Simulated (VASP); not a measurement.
# Ir (Cmcm) in VASP: a series of runs

Ir is run at these levels: PBEsol; tasks: single point.

Program: VASP 6.6.1. These are calculated values, not measurements. Logs are shortened: lines on timing, memory, paths and dates and some standing lists are left out, and cuts for length are marked.

## Step 1: The cell of the first run

Symmetry: Cmcm, No. 63, orthorhombic system. The conventional cell has a = 2.751 Å, b = 4.766 Å, c = 4.462 Å, α = 90.00°, β = 90.00°, γ = 90.00°. Within 3.3 Å of Ir (site symmetry m2m) lie 12 Ir at 2.50 to 2.90 Å.

## Step 2: Single point, PBEsol (atom 1 (Ir) moved by (+0.000, -0.450) A along x and y)

File INCAR:

```
SYSTEM = Ir
  PREC = Accurate
  ENCUT = 520
  EDIFF = 1E-7
  ISMEAR = 0
  SIGMA = 0.15
  LREAL = .False.
  LASPH = .True.
  NELM = 80
  ALGO = Fast
  ISIF = 2
  LWAVE = .False.
  LCHARG = .False.
  GGA = PS
  NBANDS = 16
```

File KPOINTS:

```
regular mesh
0
Gamma
  18 18 12
  0 0 0
```

File POSCAR:

```
Ir
1.0
    2.7513778946      0.0000000000      0.0000000000
   -1.3756889473      2.3827631521      0.0000000000
    0.0000000000      0.0000000000      4.4622900000
Ir
2
Direct
    0.5722384816      0.1444769631      0.7500000000
    0.3333333333      0.6666666667      0.2500000000
```

Potentials or basis: VASP PAW PBE potentials, release 64 (Ir).

Launch:

```sh
$ cat potpaw_PBE.64/Ir/POTCAR > POTCAR
$ mpirun -np 1 vasp_std > vasp.out
```

OUTCAR:

```text
SYSTEM = Ir
   PREC = Accurate
   ENCUT = 520
   EDIFF = 1E-7
   ISMEAR = 0
   LREAL = .False.
   LASPH = .True.
   NELM = 80
   ISIF = 2
   GGA = PS

 ion  position               nearest neighbor table
   1  0.572  0.144  0.750-   2 2.50   2 2.50   2 2.90   2 2.90   2 2.90   2 2.90
   2  0.333  0.667  0.250-   1 2.50   1 2.50   1 2.90   1 2.90   1 2.90   1 2.90

  LATTYP: Found a hexagonal cell.
 ALAT       =     2.7513778946
 C/A-ratio  =     1.6218382828

  Lattice vectors:

 A1 = (   2.7513778946,   0.0000000000,   0.0000000000)
 A2 = (  -1.3756889473,   2.3827631521,   0.0000000000)
 A3 = (   0.0000000000,   0.0000000000,   4.4622900000)

Analysis of symmetry for initial positions (statically):
=====================================================================
 Subroutine PRICEL returns:
 Original cell was already a primitive cell.

 Routine SETGRP: Setting up the symmetry group for a
 hexagonal supercell.

 Subroutine GETGRP returns: Found  8 space group operations
 (whereof  2 operations were pure point group operations)
 out of a pool of 24 trial point group operations.

The static configuration has the point symmetry C_1h.
 The point group associated with its full space group is D_2h.

Analysis of symmetry for dynamics (positions and initial velocities):
=====================================================================
 Subroutine PRICEL returns:
 Original cell was already a primitive cell.

 Routine SETGRP: Setting up the symmetry group for a
 hexagonal supercell.

 Subroutine GETGRP returns: Found  8 space group operations
 (whereof  2 operations were pure point group operations)
 out of a pool of 24 trial point group operations.

The dynamic configuration has the point symmetry C_1h.
 The point group associated with its full space group is D_2h.

 Subroutine INISYM returns: Found  8 space group operations
 (whereof  2 operations are pure point group operations),
 and found     1 'primitive' translations

----------------------------------------------------------------------------------------

                                     Primitive cell

  volume of cell :      29.2542

  direct lattice vectors                    reciprocal lattice vectors
     2.751377895  0.000000000  0.000000000     0.363454254  0.209840411  0.000000000
    -1.375688947  2.382763152  0.000000000     0.000000000  0.419680823  0.000000000
     0.000000000  0.000000000  4.462290000     0.000000000  0.000000000  0.224100182

  length of vectors
     2.751377895  2.751377895  4.462290000     0.419680823  0.419680823  0.224100182

  position of ions in fractional coordinates (direct lattice)
     0.572238482  0.144476963  0.750000000
     0.333333333  0.666666667  0.250000000

  ion indices of the primitive-cell ions
   primitive index   ion index
                 1           1
                 2           2

----------------------------------------------------------------------------------------

 KPOINTS: regular mesh

Automatic generation of k-mesh.
 Grid dimensions read from file:
 generate k-points for:   18   18   12

 Generating k-lattice:

  Cartesian coordinates                     Fractional coordinates (reciprocal lattice)
     0.020191903  0.011657801  0.000000000     0.055555556 -0.000000000  0.000000000
     0.000000000  0.023315601  0.000000000     0.000000000  0.055555556  0.000000000
     0.000000000  0.000000000  0.018675015     0.000000000  0.000000000  0.083333333

  Length of vectors
     0.023315601  0.023315601  0.018675015

  Shift w.r.t. Gamma in fractional coordinates (k-lattice)
     0.000000000  0.000000000  0.000000000

 Subroutine IBZKPT returns following result:
 ===========================================

 Found    637 irreducible k-points:

 Following reciprocal coordinates:
            Coordinates               Weight
  0.000000  0.000000  0.000000      1.000000
  0.055556  0.000000  0.000000      4.000000
  0.000000  0.055556  0.000000      2.000000
  0.111111  0.000000  0.000000      4.000000
  0.000000  0.111111  0.000000      2.000000
  0.166667  0.000000  0.000000      4.000000
[... 16 lines left out ...]
 -0.055556  0.166667  0.000000      4.000000
 -0.166667  0.111111  0.000000      4.000000
 [... further k-points ...]
   k-points           NKPTS =    637   k-points in BZ     NKDIM =    637   number of bands    NBANDS=     16
   number of dos      NEDOS =    301   number of ions     NIONS =      2
   total plane-waves  NPLWV =  14400
   dimension x,y,z NGX =    20 NGY =   20 NGZ =   36
   dimension x,y,z NGXF=    40 NGYF=   40 NGZF=   72
   ions per type =               2
   NGX,Y,Z   is equivalent  to a cutoff of  12.08, 12.08, 13.41 a.u.
   NGXF,Y,Z  is equivalent  to a cutoff of  24.17, 24.17, 26.82 a.u.
 SYSTEM =  Ir
   PREC   = accura    normal or accurate (medium, high low for compatibility)
   ISTART =      0    job   : 0-new  1-cont  2-samecut
   ICHARG =      2    charge: 1-file 2-atom 10-const
   ISPIN  =      1    spin polarized calculation?
   LNONCOLLINEAR =      F non collinear calculations
   LSORBIT =      F    spin-orbit coupling
   LASPH  =      T    aspherical Exc in radial PAW
   ENCUT  =  520.0 eV  38.22 Ry    6.18 a.u.   5.12  5.12  8.30*2*pi/ulx,y,z
   NELM   =     80;   NELMIN=  2; NELMDL= -5     # of ELM steps
   EDIFF  = 0.1E-06   stopping-criterion for ELM
   LREAL  =      F    real-space projection
   EDIFFG = 0.1E-05   stopping-criterion for IOM
   NSW    =      0    number of steps for IOM
   IBRION =     -1    ionic relax: 0-MD 1-quasi-New 2-CG
   NFREE  =      0    steps in history (QN), initial steepest desc. (CG)
   ISIF   =      2    stress and relaxation
   ISYM   =      2    0-nonsym 1-usesym 2-fastsym
   POTIM  = 0.5000    time-step for ionic-motion
   TEBEG  =    0.0;   TEEND  =   0.0 temperature during run
   PSTRESS=    0.0 pullay stress
   NELECT =      18.0000    total number of electrons
   NUPDOWN=      -1.0000    fix difference up-down
   EMIN   =  10.00;   EMAX   =-10.00  energy-range for DOS
   EFERMI =   0.00;   METHOD = LEGACY
   ISMEAR =     0;   SIGMA  =   0.15  broadening in eV -4-tet -1-fermi 0-gaus
   EFERMI_NEDOS =   21; number of points for ismear=-14 and -15
   IALGO  =     68    algorithm
   IMIX   =      4    mixing-type and parameters
     AMIX     =   0.40;   BMIX     =  1.00
     AMIX_MAG =   1.60;   BMIX_MAG =  1.00
  volume/ion in A,a.u.               =      14.63        98.71
  Fermi-wavevector in a.u.,A,eV,Ry     =   1.392417  2.631287 26.379323  1.938826
  Thomas-Fermi vector in A             =   2.516162
   LORBIT       =      0    0 simple, 1 ext, 2 COOP (PROOUT), +10 PAW based schemes
   GGA     = PS    functional components
   LHFCALC =     F    Hartree Fock is set to
   AEXX    =    0.0000 exact exchange contribution
   IVDW    =     0    specifies the selected vdW correction
   LEPSILON=     F    determine dielectric tensor
   LRPA    =     F    only Hartree local field effects (RPA)
 non-spin polarized calculation
 RMM-DIIS sequential band-by-band and
 Gauss-broadening in eV      SIGMA  =   0.15
  energy-cutoff  :      520.00
  volume of cell :       29.25
 maximum number of plane-waves:       801
   NGX = 11   NGY = 11   NGZ = 17

 number of electron      18.0000000 magnetization

 Free energy of the ion-electron system (eV)
  ---------------------------------------------------
  ext. energy  EPLUGINS =         0.00000000
  ---------------------------------------------------
  free energy    TOTEN  =       -19.00901715 eV

  energy without entropy =      -18.97420392  energy(sigma->0) =      -18.99161053

 E-fermi :   9.7164     XC(G=0): -13.8866

 val. band max:        9.7153165437   @ k =   0.5000   0.3333   0.1667
 cond. band min:       9.7178611283   @ k =   0.3333   0.3333   0.2500
 fundamental gap:      0.0025445846
 Fermi energy:         9.7163852602

 k-point     1 :       0.0000    0.0000    0.0000
  band No.  band energies     occupation
      1      -1.1352      2.00000
      2       2.0453      2.00000
      3       5.1074      2.00000
      4       6.1633      2.00000
      5       6.3894      2.00000
      6       6.4576      2.00000
[... 8 lines left out ...]
     15      26.0339      0.00000
     16      26.5955      0.00000

 k-point     2 :       0.0556    0.0000    0.0000
  band No.  band energies     occupation
      1      -1.0201      2.00000
      2       2.1464      2.00000
      3       5.1305      2.00000
      4       6.2060      2.00000
      5       6.3709      2.00000
      6       6.4633      2.00000
[... 8 lines left out ...]
     15      26.1770      0.00000
     16      26.7211      0.00000

 k-point     3 :       0.0000    0.0556    0.0000
  band No.  band energies     occupation
      1      -1.0162      2.00000
      2       2.1618      2.00000
      3       5.0864      2.00000
      4       6.1077      2.00000
      5       6.4808      2.00000
      6       6.5564      2.00000
[... 8 lines left out ...]
     15      26.2542      0.00000
     16      26.7882      0.00000

 k-point     4 :       0.1111    0.0000    0.0000
  band No.  band energies     occupation
      1      -0.6848      2.00000
      2       2.4287      2.00000
      3       5.1662      2.00000
      4       6.1642      2.00000
      5       6.3420      2.00000
      6       6.4066      2.00000
[... 8 lines left out ...]
     15      26.4624      0.00000
     16      27.0381      0.00000

 k-point     5 :       0.0000    0.1111    0.0000
  band No.  band energies     occupation
      1      -0.6669      2.00000
      2       2.4960      2.00000
      3       4.9895      2.00000
      4       5.9830      2.00000
      5       6.6302      2.00000
      6       6.7504      2.00000
[... 8 lines left out ...]
     15      26.8955      0.00000
     16      27.2633      0.00000

 k-point     6 :       0.1667    0.0000    0.0000
  band No.  band energies     occupation
      1      -0.1619      2.00000
      2       2.8170      2.00000
      3       5.1505      2.00000
      4       5.5719      2.00000
      5       5.9733      2.00000
      6       6.4853      2.00000
[... 8 lines left out ...]
     15      26.4549      0.00000
     16      27.2898      0.00000

 k-point     7 :       0.0000    0.1667    0.0000
  band No.  band energies     occupation
      1      -0.1114      2.00000
      2       2.9849      2.00000
      3       4.7984      2.00000
      4       5.8303      2.00000
      5       6.2819      2.00000
      6       6.7181      2.00000
[... 8 lines left out ...]
     15      26.6836      0.00000
     16      27.8474      0.00000

 k-point     8 :       0.2222   -0.0000    0.0000
  band No.  band energies     occupation
      1       0.4848      2.00000
      2       3.1514      2.00000
      3       4.7621      2.00000
      4       5.1546      2.00000
      5       5.7771      2.00000
      6       6.7115      2.00000
[... 8 lines left out ...]
     15      26.4395      0.00000
     16      27.0076      0.00000

 k-point     9 :       0.0000    0.2222    0.0000
  band No.  band energies     occupation
      1       0.6056      2.00000
      2       3.4212      2.00000
      3       4.7022      2.00000
      4       5.6349      2.00000
      5       5.8541      2.00000
      6       6.0247      2.00000
[... 8 lines left out ...]
     15      25.5587      0.00000
     16      26.3730      0.00000
[... 172 lines left out ...]
 k-point    19 :       0.0000    0.5000    0.0000
  band No.  band energies     occupation
      1       2.5878      2.00000
      2       3.5125      2.00000
      3       4.3109      2.00000
      4       4.6252      2.00000
      5       5.0307      2.00000
      6       6.0328      2.00000
[... 8 lines left out ...]
     15      21.0648      0.00000
     16      21.1699      0.00000

 k-point    20 :       0.0556    0.0556    0.0000
  band No.  band energies     occupation
      1      -0.7866      2.00000
      2       2.3695      2.00000
      3       5.0733      2.00000
      4       6.1026      2.00000
      5       6.4918      2.00000
      6       6.6932      2.00000
[... 8 lines left out ...]
     15      26.5822      0.00000
     16      27.0591      0.00000

 k-point    21 :      -0.1111    0.0556    0.0000
  band No.  band energies     occupation
      1      -0.7980      2.00000
      2       2.3273      2.00000
      3       5.1943      2.00000
      4       6.1481      2.00000
      5       6.3506      2.00000
      6       6.5218      2.00000
[... 8 lines left out ...]
     15      26.3087      0.00000
     16      26.9070      0.00000

 k-point    22 :       0.1111    0.0556    0.0000
  band No.  band energies     occupation
      1      -0.3513      2.00000
      2       2.7229      2.00000
      3       5.0429      2.00000
      4       6.0940      2.00000
      5       6.1902      2.00000
      6       6.3443      2.00000
[... 8 lines left out ...]
     15      26.5442      0.00000
     16      27.2563      0.00000

 k-point    23 :      -0.0556    0.1667    0.0000
  band No.  band energies     occupation
      1      -0.3345      2.00000
      2       2.7847      2.00000
      3       4.9083      2.00000
      4       5.9748      2.00000
      5       6.4170      2.00000
      6       6.6925      2.00000
[... 8 lines left out ...]
     15      27.1251      0.00000
     16      27.1878      0.00000

 k-point    24 :      -0.1667    0.1111    0.0000
  band No.  band energies     occupation
      1      -0.3696      2.00000
      2       2.6679      2.00000
      3       5.1992      2.00000
      4       5.7971      2.00000
      5       5.9432      2.00000
      6       6.3642      2.00000
[... 8 lines left out ...]
     15      26.3381      0.00000
     16      27.2815      0.00000

 [... further k-points ...]

------------------------ aborting loop because EDIFF is reached ----------------------------------------

  FORCE on cell =-STRESS in cart. coord.  units (eV):
  Direction    XX          YY          ZZ          XY          YZ          ZX
  --------------------------------------------------------------------------------------
  -------------------------------------------------------------------------------------
  Total       -2.3574983     -0.8166472      1.6981196      0.0000000      0.0000000      0.0000000
  in kB     -129.1139198    -44.7255950     93.0014983      0.0000000      0.0000000      0.0000000
  external PRESSURE =     -26.9460055 kB  Pullay stress =       0.0000000 kB

 VOLUME and BASIS-vectors are now :
 -----------------------------------------------------------------------------
  energy-cutoff  :      520.00
  volume of cell :       29.25
      direct lattice vectors                 reciprocal lattice vectors
     2.751377895  0.000000000  0.000000000     0.363454254  0.209840411  0.000000000
    -1.375688947  2.382763152  0.000000000     0.000000000  0.419680823  0.000000000
     0.000000000  0.000000000  4.462290000     0.000000000  0.000000000  0.224100182

 POSITION                                       TOTAL-FORCE (eV/Angst)
 -----------------------------------------------------------------------------------
      1.37569      0.34425      3.34672         0.000000      1.732204     -0.000000
     -0.00000      1.58851      1.11557         0.000000     -1.732204      0.000000
 -----------------------------------------------------------------------------------
    total drift:                                0.000000      0.000003      0.000000

  FREE ENERGIE OF THE ION-ELECTRON SYSTEM (eV)
  ---------------------------------------------------
  free  energy   TOTEN  =       -19.0090171462 eV

  energy  without entropy=      -18.9742039199  energy(sigma->0) =      -18.99161053
```

Run time: 2.6 min. Hardware: 1 thread of Intel Xeon 6975P-C (Granite Rapids), shared host; peak memory 0.35 GiB.

What came out:

```yaml
Free_energy: -19.0090 eV
Pressure: -2.7 GPa
Largest_force: 1.732 eV/Å
Band_gap_on_the_k_mesh: zero (bands 9 and 10 overlap by 3.62 eV)
```

Forces in eV/Å, atoms in the order of the input:
```
Ir   0.000  1.732  0.000
Ir   0.000 -1.732  0.000
```

Levels at points of the mesh, in eV from the Fermi level:
| k point | band 7 | band 8 | band 9 | band 10 | band 11 | band 12 |
| --- | --- | --- | --- | --- | --- | --- |
| (0.00, 0.00, 0.00) | -2.77 | -2.44 | -1.17 | -0.70 | -0.67 | 0.79 |
| (0.50, 0.00, 0.00) | -2.27 | -0.09 | 0.90 | 1.02 | 2.49 | 4.73 |
| (0.00, 0.50, 0.00) | -2.74 | 0.61 | 0.90 | 1.36 | 3.20 | 3.89 |
| (0.00, 0.00, 0.50) | -3.26 | -3.26 | -0.61 | -0.61 | -0.12 | -0.12 |
| (0.50, 0.00, 0.50) | -0.50 | -0.50 | 1.02 | 1.02 | 2.83 | 2.83 |
| (0.00, 0.50, 0.50) | 0.21 | 0.21 | 0.98 | 0.98 | 1.43 | 1.43 |

Caveat: the cell differs from its parent crystal (atom 1 (Ir) moved by (+0.000, -0.450) A along x and y); the PAW data sets were made with another functional, which shifts forces and pressure a little; spin-orbit coupling is left out, which moves the levels of the heavy elements.

(Continued in part 2 of 2.)
